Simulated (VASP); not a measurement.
# CoSi2 (Fm-3m) in VASP: a series of runs

Runs on CoSi2. Level: PBE. Tasks: single point.

All numbers are computed with VASP 6.6.1; they aren't measurements. Logs are shortened: lines on timing, memory, paths and dates and some standing lists are left out, and cuts for length are marked.

## 1. The cell of the first run

The structure is cubic, space group Fm-3m (No. 225). Conventional cell: a = 5.401 Å, b = 5.401 Å, c = 5.401 Å, α = 90.00°, β = 90.00°, γ = 90.00°. Within 3.1 Å of Co (site symmetry m-3m) lie 8 Si at 2.34 Å. Within 3.1 Å of Si (site symmetry -43m) lie 4 Co at 2.34 Å and 6 Si at 2.70 Å.

## 2. Single point, PBE

File INCAR:

```
  PREC = Accurate
  ENCUT = 600
  EDIFF = 1E-6
  ISMEAR = -1
  SIGMA = 0.5
  LREAL = F
  LASPH = T
  NELM = 120
  ALGO = Normal
  ISIF = 2
  LWAVE = F
  LCHARG = T
  GGA = PE
  LELF = T
  LVHAR = T
  NBANDS = 46
  GGA_COMPAT = F
```

File KPOINTS:

```
Automatic mesh
0
Gamma
  3 3 3
```

File POSCAR:

```
CoSi2
1.0
    5.4005860036      0.0000000000      0.0000000000
    0.0000000000      5.4005860036      0.0000000000
    0.0000000000      0.0000000000      5.4005860036
Co Si
4 8
Direct
    0.0000000000      0.0000000000      0.0000000000
    0.0000000000      0.5000000000      0.5000000000
    0.5000000000      0.0000000000      0.5000000000
    0.5000000000      0.5000000000      0.0000000000
    0.2500000000      0.2500000000      0.7500000000
    0.2500000000      0.7500000000      0.2500000000
    0.7500000000      0.2500000000      0.2500000000
    0.7500000000      0.7500000000      0.7500000000
    0.2500000000      0.2500000000      0.2500000000
    0.2500000000      0.7500000000      0.7500000000
    0.7500000000      0.2500000000      0.7500000000
    0.7500000000      0.7500000000      0.2500000000
```

Potentials or basis: VASP PAW PBE potentials, release 64 (Co, Si).

Launch:

```console
$ cat potpaw_PBE.64/Co/POTCAR potpaw_PBE.64/Si/POTCAR > POTCAR
$ mpirun -np 1 vasp_std > vasp.out
```

OUTCAR:

```text
PREC = Accurate
   ENCUT = 600
   EDIFF = 1E-6
   ISMEAR = -1
   LREAL = F
   LASPH = T
   NELM = 120
   ISIF = 2
   GGA = PE

 ion  position               nearest neighbor table
   1  0.000  0.000  0.000-   5 2.34   6 2.34   7 2.34   8 2.34   9 2.34  10 2.34  11 2.34  12 2.34

   2  0.000  0.500  0.500-   5 2.34   6 2.34   7 2.34   8 2.34   9 2.34  10 2.34  11 2.34  12 2.34

   3  0.500  0.000  0.500-   5 2.34   6 2.34   7 2.34   8 2.34   9 2.34  10 2.34  11 2.34  12 2.34

   4  0.500  0.500  0.000-   5 2.34   6 2.34   7 2.34   8 2.34   9 2.34  10 2.34  11 2.34  12 2.34

   5  0.250  0.250  0.750-   1 2.34   2 2.34   3 2.34   4 2.34   9 2.70  10 2.70  11 2.70   9 2.70
                            10 2.70  11 2.70
   6  0.250  0.750  0.250-   1 2.34   2 2.34   3 2.34   4 2.34   9 2.70  10 2.70  12 2.70  10 2.70
                             9 2.70  12 2.70
   7  0.750  0.250  0.250-   1 2.34   2 2.34   3 2.34   4 2.34   9 2.70  11 2.70  12 2.70  11 2.70
                            12 2.70   9 2.70
   8  0.750  0.750  0.750-   1 2.34   2 2.34   3 2.34   4 2.34  10 2.70  11 2.70  12 2.70  12 2.70
                            11 2.70  10 2.70
   9  0.250  0.250  0.250-   1 2.34   2 2.34   3 2.34   4 2.34   5 2.70   6 2.70   7 2.70   5 2.70
                             6 2.70   7 2.70
  10  0.250  0.750  0.750-   1 2.34   2 2.34   3 2.34   4 2.34   5 2.70   6 2.70   8 2.70   6 2.70
                             5 2.70   8 2.70
  11  0.750  0.250  0.750-   1 2.34   2 2.34   3 2.34   4 2.34   5 2.70   7 2.70   8 2.70   7 2.70
                             8 2.70   5 2.70
  12  0.750  0.750  0.250-   1 2.34   2 2.34   3 2.34   4 2.34   6 2.70   7 2.70   8 2.70   8 2.70
                             7 2.70   6 2.70

  LATTYP: Found a simple cubic cell.
 ALAT       =     5.4005860036

  Lattice vectors:

 A1 = (   5.4005860036,   0.0000000000,   0.0000000000)
 A2 = (   0.0000000000,   5.4005860036,   0.0000000000)
 A3 = (   0.0000000000,   0.0000000000,   5.4005860036)

Analysis of symmetry for initial positions (statically):
=====================================================================
 Subroutine PRICEL returns following result:

  LATTYP: Found a face centered cubic cell.
 ALAT       =     5.4005860036

  Lattice vectors:

 A1 = (   2.7002930018,  -2.7002930018,   0.0000000000)
 A2 = (   2.7002930018,   0.0000000000,   2.7002930018)
 A3 = (   0.0000000000,  -2.7002930018,   2.7002930018)

   4 primitive cells build up your supercell.

 Routine SETGRP: Setting up the symmetry group for a
 simple cubic supercell.

 Subroutine GETGRP returns: Found 48 space group operations
 (whereof 48 operations were pure point group operations)
 out of a pool of 48 trial point group operations.

The static configuration has the point symmetry O_h .

Analysis of symmetry for dynamics (positions and initial velocities):
=====================================================================
 Subroutine PRICEL returns following result:

  LATTYP: Found a face centered cubic cell.
 ALAT       =     5.4005860036

  Lattice vectors:

 A1 = (   2.7002930018,  -2.7002930018,   0.0000000000)
 A2 = (   2.7002930018,   0.0000000000,   2.7002930018)
 A3 = (   0.0000000000,  -2.7002930018,   2.7002930018)

   4 primitive cells build up your supercell.

 Routine SETGRP: Setting up the symmetry group for a
 simple cubic supercell.

 Subroutine GETGRP returns: Found 48 space group operations
 (whereof 48 operations were pure point group operations)
 out of a pool of 48 trial point group operations.

The dynamic configuration has the point symmetry O_h .

 Subroutine INISYM returns: Found 48 space group operations
 (whereof 48 operations are pure point group operations),
 and found     4 'primitive' translations

----------------------------------------------------------------------------------------

                                     Primitive cell

  volume of cell :      39.3788

  direct lattice vectors                    reciprocal lattice vectors
     2.700293002 -2.700293002  0.000000000     0.185165091 -0.185165091 -0.185165091
     2.700293002  0.000000000  2.700293002     0.185165091  0.185165091  0.185165091
     0.000000000 -2.700293002  2.700293002    -0.185165091 -0.185165091  0.185165091

  length of vectors
     3.818790986  3.818790986  3.818790986     0.320715346  0.320715346  0.320715346

  position of ions in fractional coordinates (direct lattice)
     0.000000000  0.000000000  0.000000000
     0.250000000  0.250000000  0.250000000
     0.750000000  0.750000000  0.750000000

  ion indices of the primitive-cell ions
   primitive index   ion index
                 1           1
                 2           5
                 3           9

----------------------------------------------------------------------------------------

 KPOINTS: Automatic mesh

Automatic generation of k-mesh.
 Grid dimensions read from file:
 generate k-points for:    3    3    3

 Generating k-lattice:

  Cartesian coordinates                     Fractional coordinates (reciprocal lattice)
     0.061721697  0.000000000  0.000000000     0.333333333  0.000000000  0.000000000
     0.000000000  0.061721697  0.000000000     0.000000000  0.333333333  0.000000000
     0.000000000  0.000000000  0.061721697     0.000000000  0.000000000  0.333333333

  Length of vectors
     0.061721697  0.061721697  0.061721697

  Shift w.r.t. Gamma in fractional coordinates (k-lattice)
     0.000000000  0.000000000  0.000000000

 Subroutine IBZKPT returns following result:
 ===========================================

 Found      4 irreducible k-points:

 Following reciprocal coordinates:
            Coordinates               Weight
  0.000000  0.000000  0.000000      1.000000
  0.333333  0.000000  0.000000      6.000000
  0.333333  0.333333  0.000000     12.000000
  0.333333  0.333333  0.333333      8.000000
   k-points           NKPTS =      4   k-points in BZ     NKDIM =      4   number of bands    NBANDS=     46
   number of dos      NEDOS =    301   number of ions     NIONS =     12
   total plane-waves  NPLWV = 110592
   dimension x,y,z NGX =    48 NGY =   48 NGZ =   48
   dimension x,y,z NGXF=    96 NGYF=   96 NGZF=   96
   ions per type =               4   8
   NGX,Y,Z   is equivalent  to a cutoff of  14.78, 14.78, 14.78 a.u.
   NGXF,Y,Z  is equivalent  to a cutoff of  29.55, 29.55, 29.55 a.u.
 SYSTEM =  unknown system
   PREC   = accura    normal or accurate (medium, high low for compatibility)
   ISTART =      0    job   : 0-new  1-cont  2-samecut
   ICHARG =      2    charge: 1-file 2-atom 10-const
   ISPIN  =      1    spin polarized calculation?
   LNONCOLLINEAR =      F non collinear calculations
   LSORBIT =      F    spin-orbit coupling
   LASPH  =      T    aspherical Exc in radial PAW
   ENCUT  =  600.0 eV  44.10 Ry    6.64 a.u.  10.79 10.79 10.79*2*pi/ulx,y,z
   NELM   =    120;   NELMIN=  2; NELMDL= -5     # of ELM steps
   EDIFF  = 0.1E-05   stopping-criterion for ELM
   LREAL  =      F    real-space projection
   EDIFFG = 0.1E-04   stopping-criterion for IOM
   NSW    =      0    number of steps for IOM
   IBRION =     -1    ionic relax: 0-MD 1-quasi-New 2-CG
   NFREE  =      0    steps in history (QN), initial steepest desc. (CG)
   ISIF   =      2    stress and relaxation
   ISYM   =      2    0-nonsym 1-usesym 2-fastsym
   POTIM  = 0.5000    time-step for ionic-motion
   TEBEG  =    0.0;   TEEND  =   0.0 temperature during run
   PSTRESS=    0.0 pullay stress
   NELECT =      68.0000    total number of electrons
   NUPDOWN=      -1.0000    fix difference up-down
   EMIN   =  10.00;   EMAX   =-10.00  energy-range for DOS
   EFERMI =   0.00;   METHOD = LEGACY
   ISMEAR =    -1;   SIGMA  =   0.50  broadening in eV -4-tet -1-fermi 0-gaus
   EFERMI_NEDOS =   21; number of points for ismear=-14 and -15
   IALGO  =     38    algorithm
   IMIX   =      4    mixing-type and parameters
     AMIX     =   0.40;   BMIX     =  1.00
     AMIX_MAG =   1.60;   BMIX_MAG =  1.00
  volume/ion in A,a.u.               =      13.13        88.58
  Fermi-wavevector in a.u.,A,eV,Ry     =   1.237286  2.338132 20.828856  1.530878
  Thomas-Fermi vector in A             =   2.371860
   LORBIT       =      0    0 simple, 1 ext, 2 COOP (PROOUT), +10 PAW based schemes
   GGA     = PE    functional components
   LHFCALC =     F    Hartree Fock is set to
   AEXX    =    0.0000 exact exchange contribution
   IVDW    =     0    specifies the selected vdW correction
   LEPSILON=     F    determine dielectric tensor
   LRPA    =     F    only Hartree local field effects (RPA)
 non-spin polarized calculation
  energy-cutoff  :      600.00
  volume of cell :      157.52
 maximum number of plane-waves:      5271
 NGX is ok and might be reduce to    48

 number of electron      67.9999999 magnetization

 Free energy of the ion-electron system (eV)
  ---------------------------------------------------
  ext. energy  EPLUGINS =         0.00000000
  ---------------------------------------------------
  free energy    TOTEN  =       -79.20886040 eV

  energy without entropy =      -74.96255883  energy(sigma->0) =      -77.08570962

 E-fermi :  10.0778     XC(G=0): -11.6344

 val. band max:        9.4691772350   @ k =   0.3333   0.3333   0.0000
 cond. band min:      10.1984825764   @ k =   0.3333   0.3333   0.3333
 fundamental gap:      0.7293053414
 Fermi energy:        10.0778058034

 k-point     1 :       0.0000    0.0000    0.0000
  band No.  band energies     occupation
      1      -3.1658      2.00000
      2       0.8090      2.00000
      3       0.8090      2.00000
      4       0.8090      2.00000
      5       2.7188      2.00000
      6       2.7188      2.00000
[... 38 lines left out ...]
     45      13.1917      0.00394
     46      13.1917      0.00394

 k-point     2 :       0.3333    0.0000    0.0000
  band No.  band energies     occupation
      1      -2.6167      2.00000
      2      -1.0259      2.00000
      3       1.2326      2.00000
      4       1.2326      2.00000
      5       2.3877      2.00000
      6       2.3877      2.00000
[... 38 lines left out ...]
     45      14.2647      0.00046
     46      14.8998      0.00013

 k-point     3 :       0.3333    0.3333    0.0000
  band No.  band energies     occupation
      1      -2.0777      2.00000
      2      -0.5219      2.00000
      3      -0.5219      2.00000
      4       0.9076      2.00000
      5       1.6532      2.00000
      6       2.8004      2.00000
[... 38 lines left out ...]
     45      14.7916      0.00016
     46      14.8266      0.00015

 k-point     4 :       0.3333    0.3333    0.3333
  band No.  band energies     occupation
      1      -1.5514      2.00000
      2      -0.0487      2.00000
      3      -0.0487      2.00000
      4      -0.0487      2.00000
      5       1.4263      2.00000
      6       1.4263      2.00000
[... 38 lines left out ...]
     45      14.0100      0.00077
     46      14.0100      0.00077

------------------------ aborting loop because EDIFF is reached ----------------------------------------

  FORCE on cell =-STRESS in cart. coord.  units (eV):
  Direction    XX          YY          ZZ          XY          YZ          ZX
  --------------------------------------------------------------------------------------
  -------------------------------------------------------------------------------------
  Total       -0.2322479     -0.2322479     -0.2322479     -0.0000000      0.0000000     -0.0000000
  in kB       -2.3623257     -2.3623257     -2.3623257     -0.0000000      0.0000000     -0.0000000
  external PRESSURE =      -2.3623257 kB  Pullay stress =       0.0000000 kB

 VOLUME and BASIS-vectors are now :
 -----------------------------------------------------------------------------
  energy-cutoff  :      600.00
  volume of cell :      157.52
      direct lattice vectors                 reciprocal lattice vectors
     5.400586004  0.000000000  0.000000000     0.185165091  0.000000000  0.000000000
     0.000000000  5.400586004  0.000000000     0.000000000  0.185165091  0.000000000
     0.000000000  0.000000000  5.400586004     0.000000000  0.000000000  0.185165091

 POSITION                                       TOTAL-FORCE (eV/Angst)
 -----------------------------------------------------------------------------------
      0.00000      0.00000      0.00000        -0.000000     -0.000000      0.000000
      0.00000      2.70029      2.70029        -0.000000      0.000000     -0.000000
      2.70029      0.00000      2.70029         0.000000      0.000000      0.000000
      2.70029      2.70029      0.00000        -0.000000      0.000000      0.000000
      1.35015      1.35015      4.05044         0.000000     -0.000000      0.000000
      1.35015      4.05044      1.35015         0.000000     -0.000000     -0.000000
      4.05044      1.35015      1.35015         0.000000     -0.000000     -0.000000
      4.05044      4.05044      4.05044         0.000000     -0.000000      0.000000
      1.35015      1.35015      1.35015         0.000000     -0.000000     -0.000000
      1.35015      4.05044      4.05044         0.000000     -0.000000      0.000000
      4.05044      1.35015      4.05044         0.000000     -0.000000     -0.000000
      4.05044      4.05044      1.35015         0.000000     -0.000000     -0.000000
 -----------------------------------------------------------------------------------
    total drift:                                0.000000     -0.000000     -0.000000

  FREE ENERGIE OF THE ION-ELECTRON SYSTEM (eV)
  ---------------------------------------------------
  free  energy   TOTEN  =       -79.2088604040 eV

  energy  without entropy=      -74.9625588311  energy(sigma->0) =      -77.08570962
```

Run time: 62 s. Hardware: 1 thread of AMD EPYC 7R13 (Zen 3), shared host; peak memory 0.28 GiB.

What came out:

| Item | Value |
| --- | --- |
| Free energy | -79.2089 eV |
| Pressure | -0.2 GPa |
| Band gap on the k mesh | zero (bands 34 and 35 overlap by 0.99 eV) |

Caveat: the k points lie up to 0.39 Å⁻¹ apart, too coarse for converged energies and pressures of a metal; so wide a smearing shifts energies and pressures; the run has no spin polarisation, though such a crystal can be magnetic. Spin polarisation is off, so any magnetic state and its effect on volume and gap are missing.

## 3. Single point, PBE

This run uses another cell than the first one: it holds 3 atoms, not 12.

File INCAR:

```
ALGO     = Normal         # electronic algorithm
EDIFF    = 1E-6           # SCF threshold, eV
ENCUT    = 600            # plane-wave cutoff, eV
GGA      = PE             # functional
GGA_COMPAT= False        
ISIF     = 2              # what is computed and relaxed
ISMEAR   = -1             # smearing method
LASPH    = True           # aspherical terms in the spheres
LCHARG   = False          # write CHGCAR
LREAL    = False          # projectors in reciprocal space
LWAVE    = False          # write WAVECAR
NBANDS   = 16             # bands
NELM     = 120            # most SCF steps
PREC     = Accurate       # precision mode
SIGMA    = 0.5            # smearing width, eV
```

File KPOINTS:

```
k-points
0
Gamma
  13 13 13
```

File POSCAR:

```
CoSi2
1.0
    0.0000000000      2.7002930018      2.7002930018
    2.7002930018      0.0000000000      2.7002930018
    2.7002930018      2.7002930018      0.0000000000
Co Si
1 2
Direct
    0.0000000000      0.0000000000      0.0000000000
    0.7500000000      0.7500000000      0.7500000000
    0.2500000000      0.2500000000      0.2500000000
```

Potentials or basis: VASP PAW PBE potentials, release 64 (Co, Si).

Launch:

```console
$ cat potpaw_PBE.64/Co/POTCAR potpaw_PBE.64/Si/POTCAR > POTCAR
$ mpirun -np 1 vasp_std > vasp.out
```

OUTCAR:

```text
EDIFF = 1E-6
   ENCUT = 600
   GGA = PE
   ISIF = 2
   ISMEAR = -1
   LASPH = True
   LREAL = False
   NELM = 120
   PREC = Accurate

 ion  position               nearest neighbor table
   1  0.000  0.000  0.000-   2 2.34   2 2.34   2 2.34   2 2.34   3 2.34   3 2.34   3 2.34   3 2.34

   2  0.750  0.750  0.750-   1 2.34   1 2.34   1 2.34   1 2.34   3 2.70   3 2.70   3 2.70   3 2.70
                             3 2.70   3 2.70
   3  0.250  0.250  0.250-   1 2.34   1 2.34   1 2.34   1 2.34   2 2.70   2 2.70   2 2.70   2 2.70
                             2 2.70   2 2.70
[... 653 lines left out ...]
  Direction    XX          YY          ZZ          XY          YZ          ZX
  --------------------------------------------------------------------------------------
  -------------------------------------------------------------------------------------
  Total       -0.0679597     -0.0679597     -0.0679597      0.0000000      0.0000000      0.0000000
  in kB       -2.7650271     -2.7650271     -2.7650271      0.0000000      0.0000000      0.0000000
  external PRESSURE =      -2.7650271 kB  Pullay stress =       0.0000000 kB

 VOLUME and BASIS-vectors are now :
 -----------------------------------------------------------------------------
  energy-cutoff  :      600.00
  volume of cell :       39.38
      direct lattice vectors                 reciprocal lattice vectors
     0.000000000  2.700293002  2.700293002    -0.185165091  0.185165091  0.185165091
     2.700293002  0.000000000  2.700293002     0.185165091 -0.185165091  0.185165091
     2.700293002  2.700293002  0.000000000     0.185165091  0.185165091 -0.185165091

 POSITION                                       TOTAL-FORCE (eV/Angst)
 -----------------------------------------------------------------------------------
      0.00000      0.00000      0.00000        -0.000000     -0.000000     -0.000000
      4.05044      4.05044      4.05044        -0.000000     -0.000000     -0.000000
      1.35015      1.35015      1.35015         0.000000      0.000000      0.000000
 -----------------------------------------------------------------------------------
    total drift:                                0.000000     -0.000000      0.000000

  FREE ENERGIE OF THE ION-ELECTRON SYSTEM (eV)
  ---------------------------------------------------
  free  energy   TOTEN  =       -19.7890221610 eV

  energy  without entropy=      -18.7023410085  energy(sigma->0) =      -19.24568158
```

OSZICAR:

```text
N       E                     dE             d eps       ncg     rms          rms(c)
DAV:   1     0.634864580800E+02    0.63486E+02   -0.73806E+03  2688   0.113E+03
DAV:   2    -0.179470944022E+02   -0.81434E+02   -0.73272E+02  2960   0.212E+02
DAV:   3    -0.213007010529E+02   -0.33536E+01   -0.32834E+01  3592   0.471E+01
DAV:   4    -0.213597952677E+02   -0.59094E-01   -0.59051E-01  3088   0.585E+00
DAV:   5    -0.213616745210E+02   -0.18793E-02   -0.18792E-02  3672   0.111E+00    0.147E+01
DAV:   6    -0.263141125542E+02   -0.49524E+01   -0.32577E+01  2880   0.114E+02    0.210E+01
DAV:   7    -0.198014357112E+02    0.65127E+01   -0.13742E+01  3392   0.874E+01    0.304E+00
DAV:   8    -0.198283620681E+02   -0.26926E-01   -0.10062E+00  3504   0.771E+00    0.216E+00
DAV:   9    -0.197896226736E+02    0.38739E-01   -0.12285E-01  3088   0.637E+00    0.537E-01
DAV:  10    -0.197894387774E+02    0.18390E-03   -0.10390E-02  3704   0.186E+00    0.220E-01
DAV:  11    -0.197889818489E+02    0.45693E-03   -0.16091E-03  3448   0.758E-01    0.449E-02
DAV:  12    -0.197890304676E+02   -0.48619E-04   -0.17098E-04  3624   0.110E-01    0.283E-02
DAV:  13    -0.197890221006E+02    0.83670E-05   -0.16943E-05  3744   0.733E-02    0.113E-02
DAV:  14    -0.197890221610E+02   -0.60360E-07   -0.19481E-06  2240   0.154E-02
   1 F= -.19789022E+02 E0= -.19245682E+02  d E =-.108668E+01
```

It took 65 s on 1 thread of AMD EPYC 7R13 (Zen 3), shared host; peak memory 0.19 GiB.

What came out:

- Free energy: -19.7890 eV
- Pressure: -0.3 GPa
- Band gap on the k mesh: zero (an odd number of electrons rules out a gap without spin polarisation)

Levels at points of the mesh, in eV from the Fermi level:
| k point | band 6 | band 7 | band 8 | band 9 | band 10 | band 11 | band 12 | band 13 |
| --- | --- | --- | --- | --- | --- | --- | --- | --- |
| (0.00, 0.00, 0.00) | -2.21 | 0.25 | 2.97 | 2.97 | 2.97 | 3.13 | 3.13 | 3.13 |

Caveat: so wide a smearing shifts energies and pressures; the run has no spin polarisation, though such a crystal can be magnetic. Spin polarisation is off, so any magnetic state and its effect on volume and gap are missing.

The gap in the log of VASP goes by the Fermi energy; the results here count the filled bands.